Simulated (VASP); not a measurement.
# BP (NiAs type) (P6_3/mmc) in VASP: further runs

The runs below take BP (NiAs type) through single point, with PBE.

Program: VASP 6.6.1. These are calculated values, not measurements. Logs are shortened: lines on timing, memory, paths and dates and some standing lists are left out, and cuts for length are marked.

## (1) The cell of the first run

Symmetry: P6_3/mmc, No. 194, hexagonal system. Conventional cell: a = 3.060 Å, b = 3.060 Å, c = 5.087 Å, α = 90.00°, β = 90.00°, γ = 120.00°. Within 2.9 Å of B (site symmetry -3m) lie 6 P at 2.18 Å and 2 B at 2.54 Å. Within 2.9 Å of P (site symmetry -6m2) lie 6 B at 2.18 Å.

## (2) Single point, PBE

Contents of INCAR:

```
ALGO = Normal
EDIFF = 1E-6
ENCUT = 500
GGA = PE
GGA_COMPAT = F
ISIF = 2
ISMEAR = -1
LASPH = T
LCHARG = F
LREAL = F
LWAVE = F
NBANDS = 16
NELM = 120
PREC = Accurate
SIGMA = 0.05
```

Contents of KPOINTS:

```
k-points
0
Gamma
  12 12 7
```

Contents of POSCAR:

```
BP
1.0
    3.0595826023      0.0000000000      0.0000000000
   -1.5297913012      2.6496762586      0.0000000000
    0.0000000000      0.0000000000      5.0868467437
B P
2 2
Direct
    0.0000000000      0.0000000000      0.0000000000
    0.0000000000      0.0000000000      0.5000000000
    0.3333333333      0.6666666667      0.2500000000
    0.6666666667      0.3333333333      0.7500000000
```

Potentials or basis: VASP PAW PBE potentials, release 64 (B, P).

Launch:

```sh
> cat potpaw_PBE.64/B/POTCAR potpaw_PBE.64/P/POTCAR > POTCAR
> mpirun -np 1 vasp_std > vasp.out
```

OUTCAR:

```text
EDIFF = 1E-6
   ENCUT = 500
   GGA = PE
   ISIF = 2
   ISMEAR = -1
   LASPH = T
   LREAL = F
   NELM = 120
   PREC = Accurate

 ion  position               nearest neighbor table
   1  0.000  0.000  0.000-   3 2.18   4 2.18   4 2.18   3 2.18   4 2.18   3 2.18
   2  0.000  0.000  0.500-   3 2.18   4 2.18   4 2.18   3 2.18   4 2.18   3 2.18
   3  0.333  0.667  0.250-   1 2.18   2 2.18   1 2.18   2 2.18   1 2.18   2 2.18
   4  0.667  0.333  0.750-   1 2.18   2 2.18   1 2.18   2 2.18   1 2.18   2 2.18

  LATTYP: Found a hexagonal cell.
 ALAT       =     3.0595826023
 C/A-ratio  =     1.6625950023

  Lattice vectors:

 A1 = (   3.0595826023,   0.0000000000,   0.0000000000)
 A2 = (  -1.5297913012,   2.6496762586,   0.0000000000)
 A3 = (   0.0000000000,   0.0000000000,   5.0868467437)

Analysis of symmetry for initial positions (statically):
=====================================================================
 Subroutine PRICEL returns:
 Original cell was already a primitive cell.

 Routine SETGRP: Setting up the symmetry group for a
 hexagonal supercell.

 Subroutine GETGRP returns: Found 24 space group operations
 (whereof 12 operations were pure point group operations)
 out of a pool of 24 trial point group operations.

The static configuration has the point symmetry D_3d.
 The point group associated with its full space group is D_6h.

Analysis of symmetry for dynamics (positions and initial velocities):
=====================================================================
 Subroutine PRICEL returns:
 Original cell was already a primitive cell.

 Routine SETGRP: Setting up the symmetry group for a
 hexagonal supercell.

 Subroutine GETGRP returns: Found 24 space group operations
 (whereof 12 operations were pure point group operations)
 out of a pool of 24 trial point group operations.

The dynamic configuration has the point symmetry D_3d.
 The point group associated with its full space group is D_6h.

 Subroutine INISYM returns: Found 24 space group operations
 (whereof 12 operations are pure point group operations),
 and found     1 'primitive' translations

----------------------------------------------------------------------------------------

                                     Primitive cell

  volume of cell :      41.2386

  direct lattice vectors                    reciprocal lattice vectors
     3.059582602  0.000000000  0.000000000     0.326841968  0.188702298  0.000000000
    -1.529791301  2.649676259  0.000000000     0.000000000  0.377404597  0.000000000
     0.000000000  0.000000000  5.086846744     0.000000000  0.000000000  0.196585439

  length of vectors
     3.059582602  3.059582602  5.086846744     0.377404597  0.377404597  0.196585439

  position of ions in fractional coordinates (direct lattice)
     0.000000000  0.000000000  0.000000000
     0.000000000  0.000000000  0.500000000
     0.333333333  0.666666667  0.250000000
     0.666666667  0.333333333  0.750000000

  ion indices of the primitive-cell ions
   primitive index   ion index
                 1           1
                 2           2
                 3           3
                 4           4

----------------------------------------------------------------------------------------

 KPOINTS: k-points

Automatic generation of k-mesh.
 Grid dimensions read from file:
 generate k-points for:   12   12    7

 Generating k-lattice:

  Cartesian coordinates                     Fractional coordinates (reciprocal lattice)
     0.027236831  0.015725192  0.000000000     0.083333333 -0.000000000  0.000000000
     0.000000000  0.031450383  0.000000000     0.000000000  0.083333333  0.000000000
     0.000000000  0.000000000  0.028083634     0.000000000  0.000000000  0.142857143

  Length of vectors
     0.031450383  0.031450383  0.028083634

  Shift w.r.t. Gamma in fractional coordinates (k-lattice)
     0.000000000  0.000000000  0.000000000

 Subroutine IBZKPT returns following result:
 ===========================================

 Found     76 irreducible k-points:

 Following reciprocal coordinates:
            Coordinates               Weight
  0.000000  0.000000  0.000000      1.000000
  0.083333  0.000000  0.000000      6.000000
  0.166667  0.000000  0.000000      6.000000
  0.250000  0.000000  0.000000      6.000000
  0.333333  0.000000  0.000000      6.000000
  0.416667  0.000000  0.000000      6.000000
[... 16 lines left out ...]
  0.250000  0.000000  0.142857     12.000000
  0.333333  0.000000  0.142857     12.000000
 [... further k-points ...]
   k-points           NKPTS =     76   k-points in BZ     NKDIM =     76   number of bands    NBANDS=     16
   number of dos      NEDOS =    301   number of ions     NIONS =      4
   total plane-waves  NPLWV =  23040
   dimension x,y,z NGX =    24 NGY =   24 NGZ =   40
   dimension x,y,z NGXF=    48 NGYF=   48 NGZF=   80
   ions per type =               2   2
   NGX,Y,Z   is equivalent  to a cutoff of  13.04, 13.04, 13.07 a.u.
   NGXF,Y,Z  is equivalent  to a cutoff of  26.08, 26.08, 26.15 a.u.
 SYSTEM =  unknown system
   PREC   = accura    normal or accurate (medium, high low for compatibility)
   ISTART =      0    job   : 0-new  1-cont  2-samecut
   ICHARG =      2    charge: 1-file 2-atom 10-const
   ISPIN  =      1    spin polarized calculation?
   LNONCOLLINEAR =      F non collinear calculations
   LSORBIT =      F    spin-orbit coupling
   LASPH  =      T    aspherical Exc in radial PAW
   ENCUT  =  500.0 eV  36.75 Ry    6.06 a.u.   5.58  5.58  9.27*2*pi/ulx,y,z
   NELM   =    120;   NELMIN=  2; NELMDL= -5     # of ELM steps
   EDIFF  = 0.1E-05   stopping-criterion for ELM
   LREAL  =      F    real-space projection
   EDIFFG = 0.1E-04   stopping-criterion for IOM
   NSW    =      0    number of steps for IOM
   IBRION =     -1    ionic relax: 0-MD 1-quasi-New 2-CG
   NFREE  =      0    steps in history (QN), initial steepest desc. (CG)
   ISIF   =      2    stress and relaxation
   ISYM   =      2    0-nonsym 1-usesym 2-fastsym
   POTIM  = 0.5000    time-step for ionic-motion
   TEBEG  =    0.0;   TEEND  =   0.0 temperature during run
   PSTRESS=    0.0 pullay stress
   NELECT =      16.0000    total number of electrons
   NUPDOWN=      -1.0000    fix difference up-down
   EMIN   =  10.00;   EMAX   =-10.00  energy-range for DOS
   EFERMI =   0.00;   METHOD = LEGACY
   ISMEAR =    -1;   SIGMA  =   0.05  broadening in eV -4-tet -1-fermi 0-gaus
   EFERMI_NEDOS =   21; number of points for ismear=-14 and -15
   IALGO  =     38    algorithm
   IMIX   =      4    mixing-type and parameters
     AMIX     =   0.40;   BMIX     =  1.00
     AMIX_MAG =   1.60;   BMIX_MAG =  1.00
  volume/ion in A,a.u.               =      10.31        69.57
  Fermi-wavevector in a.u.,A,eV,Ry     =   1.194026  2.256381 19.397784  1.425697
  Thomas-Fermi vector in A             =   2.330026
   LORBIT       =      0    0 simple, 1 ext, 2 COOP (PROOUT), +10 PAW based schemes
   GGA     = PE    functional components
   LHFCALC =     F    Hartree Fock is set to
   AEXX    =    0.0000 exact exchange contribution
   IVDW    =     0    specifies the selected vdW correction
   LEPSILON=     F    determine dielectric tensor
   LRPA    =     F    only Hartree local field effects (RPA)
 non-spin polarized calculation
  energy-cutoff  :      500.00
  volume of cell :       41.24
 maximum number of plane-waves:      1069
 NGX is ok and might be reduce to    24
   NGX = 11   NGY = 11   NGZ = 19

 number of electron      15.9999998 magnetization

 Free energy of the ion-electron system (eV)
  ---------------------------------------------------
  ext. energy  EPLUGINS =         0.00000000
  ---------------------------------------------------
  free energy    TOTEN  =       -21.10348814 eV

  energy without entropy =      -21.09356147  energy(sigma->0) =      -21.09852480

 E-fermi :   9.4755     XC(G=0): -11.8285

 val. band max:        9.4717004456   @ k =   0.3333   0.0000   0.1429
 cond. band min:       9.4995274456   @ k =   0.3333   0.0000   0.2857
 fundamental gap:      0.0278270000
 Fermi energy:         9.4755056177

 k-point     1 :       0.0000    0.0000    0.0000
  band No.  band energies     occupation
      1      -7.2914      2.00000
      2      -3.1330      2.00000
      3      -1.0723      2.00000
      4       8.4795      2.00000
      5       8.4795      2.00000
      6       9.6861      0.02921
[... 8 lines left out ...]
     15      16.5786      0.00000
     16      18.3758      0.00000

 k-point     2 :       0.0833    0.0000    0.0000
  band No.  band energies     occupation
      1      -7.1605      2.00000
      2      -3.0060      2.00000
      3      -0.9511      2.00000
      4       7.4416      2.00000
      5       8.0055      2.00000
      6       9.7342      0.01125
[... 8 lines left out ...]
     15      16.8322      0.00000
     16      17.6010      0.00000

 k-point     3 :       0.1667    0.0000    0.0000
  band No.  band energies     occupation
      1      -6.7688      2.00000
      2      -2.6308      2.00000
      3      -0.5878      2.00000
      4       5.4340      2.00000
      5       7.1689      2.00000
      6       8.6829      2.00000
[... 8 lines left out ...]
     15      16.4413      0.00000
     16      17.7820      0.00000

 k-point     4 :       0.2500    0.0000    0.0000
  band No.  band energies     occupation
      1      -6.1198      2.00000
      2      -2.0355      2.00000
      3       0.0154      2.00000
      4       3.3400      2.00000
      5       6.4038      2.00000
      6       6.9679      2.00000
[... 8 lines left out ...]
     15      17.0483      0.00000
     16      19.4219      0.00000
[... 324 lines left out ...]
 k-point    22 :       0.1667    0.0000    0.1429
  band No.  band energies     occupation
      1      -6.6656      2.00000
      2      -3.2696      2.00000
      3       0.2350      2.00000
      4       5.5283      2.00000
      5       7.2674      2.00000
      6       8.2220      2.00000
[... 8 lines left out ...]
     15      16.5437      0.00000
     16      18.3899      0.00000

 k-point    23 :       0.2500    0.0000    0.1429
  band No.  band energies     occupation
      1      -6.0172      2.00000
      2      -2.6572      2.00000
      3       0.8027      2.00000
      4       3.4518      2.00000
      5       6.3776      2.00000
      6       6.5056      2.00000
[... 8 lines left out ...]
     15      17.1684      0.00000
     16      19.7490      0.00000

 k-point    24 :       0.3333    0.0000    0.1429
  band No.  band energies     occupation
      1      -5.1197      2.00000
      2      -1.8855      2.00000
      3       1.1216      2.00000
      4       2.0502      2.00000
      5       4.5143      2.00000
      6       5.9275      2.00000
[... 8 lines left out ...]
     15      18.4528      0.00000
     16      21.0609      0.00000

 [... further k-points ...]

------------------------ aborting loop because EDIFF is reached ----------------------------------------

  FORCE on cell =-STRESS in cart. coord.  units (eV):
  Direction    XX          YY          ZZ          XY          YZ          ZX
  --------------------------------------------------------------------------------------
  -------------------------------------------------------------------------------------
  Total        0.0103810      0.0103810      0.0016013     -0.0000000      0.0000000      0.0000000
  in kB        0.4033182      0.4033182      0.0622111     -0.0000000      0.0000000      0.0000000
  external PRESSURE =       0.2896158 kB  Pullay stress =       0.0000000 kB

 VOLUME and BASIS-vectors are now :
 -----------------------------------------------------------------------------
  energy-cutoff  :      500.00
  volume of cell :       41.24
      direct lattice vectors                 reciprocal lattice vectors
     3.059582602  0.000000000  0.000000000     0.326841968  0.188702298  0.000000000
    -1.529791301  2.649676259  0.000000000     0.000000000  0.377404597  0.000000000
     0.000000000  0.000000000  5.086846744     0.000000000  0.000000000  0.196585439

 POSITION                                       TOTAL-FORCE (eV/Angst)
 -----------------------------------------------------------------------------------
      0.00000      0.00000      0.00000         0.000000      0.000000     -0.000000
      0.00000      0.00000      2.54342        -0.000000      0.000000     -0.000000
     -0.00000      1.76645      1.27171        -0.000000      0.000000     -0.000000
      1.52979      0.88323      3.81514         0.000000     -0.000000      0.000000
 -----------------------------------------------------------------------------------
    total drift:                               -0.000000      0.000000      0.000000

  FREE ENERGIE OF THE ION-ELECTRON SYSTEM (eV)
  ---------------------------------------------------
  free  energy   TOTEN  =       -21.1034881410 eV

  energy  without entropy=      -21.0935614653  energy(sigma->0) =      -21.09852480
```

Wall time 52 s (1 thread of Intel Xeon 8259CL, shared host); peak memory 0.18 GiB.

Results:

```
Free energy            : -21.1035 eV
Pressure               : 0.0 GPa
Band gap on the k mesh : zero (bands 8 and 9 overlap by 5.87 eV)
```

Levels at points of the mesh, in eV from the Fermi level:
```csv
k point,band 4,band 5,band 6,band 7,band 8,band 9,band 10,band 11,band 12,band 13
"(0.00, 0.00, 0.00)",-1.00,-1.00,0.21,1.26,1.26,3.00,3.00,4.67,4.76,5.95
"(0.50, 0.00, 0.00)",-7.28,-6.60,-5.81,-4.13,0.72,1.07,1.10,2.90,3.95,4.07
```

## (3) Single point, PBE

Contents of INCAR:

```
SYSTEM = BP
ALGO = Normal
EDIFF = 1E-6
ENCUT = 500
GGA = PE
GGA_COMPAT = .FALSE.
ISIF = 2
ISMEAR = -1
LASPH = .TRUE.
LCHARG = .TRUE.
LELF = .TRUE.
LREAL = .FALSE.
LVHAR = .TRUE.
LWAVE = .FALSE.
NBANDS = 16
NELM = 120
PREC = Accurate
SIGMA = 0.05
```

Contents of KPOINTS:

```
k-points
0
G
  12 12 7
  0 0 0
```

POSCAR is that of step 2.

Potentials or basis: VASP PAW PBE potentials, release 64 (B, P).

Launch:

```sh
> cat potpaw_PBE.64/B/POTCAR potpaw_PBE.64/P/POTCAR > POTCAR
> mpirun -np 1 vasp_std > vasp.out
```

Wall time 45 s (1 thread of Intel Xeon 8259CL, shared host); peak memory 0.18 GiB.

It converged, with:

- Free energy: -21.1035 eV
- Pressure: 0.0 GPa
- Band gap on the k mesh: zero (bands 8 and 9 overlap by 5.87 eV)

Levels at points of the mesh, in eV from the Fermi level:
| k point | band 4 | band 5 | band 6 | band 7 | band 8 | band 9 | band 10 | band 11 | band 12 | band 13 |
| --- | --- | --- | --- | --- | --- | --- | --- | --- | --- | --- |
| (0.00, 0.00, 0.00) | -1.00 | -1.00 | 0.21 | 1.26 | 1.26 | 3.00 | 3.00 | 4.67 | 4.76 | 5.95 |
| (0.50, 0.00, 0.00) | -7.28 | -6.60 | -5.81 | -4.13 | 0.72 | 1.07 | 1.10 | 2.90 | 3.95 | 4.07 |
